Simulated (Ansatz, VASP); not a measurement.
**One calculation of HfN, two programs**

```
Hf N
1.0
     0.00000    2.22847    2.22847
     2.22847    0.00000    2.22847
     2.22847    2.22847    0.00000
Hf N
1 1
Direct
  0.00000 0.00000 0.00000
  0.50000 0.50000 0.50000
```

Change from the starting cell: volume scaled by 0.96, crystal datasets.

Alike in both runs: task electric field gradients; functional PBEsol; k mesh 10 × 10 × 10; occupations fermi-dirac, width 0.01 eV; no spin polarisation.

```csv
,VASP,Ansatz
version,VASP 6.6.1,Ansatz 0.2.0
potentials or method,"VASP PAW PBE potentials, release 64 (Hf_pv, N), cutoff 520 eV","all-electron PAW with datasets made for the crystal, scalar-relativistic"
```

```csv
,VASP,Ansatz,Ansatz less VASP
pressure (GPa),6.9,9.1,+2.26
```

VASP's potentials were made for PBE, not for PBEsol. Ansatz ran all-electron here, and VASP with PAW potentials.

Spin-orbit coupling is off throughout.
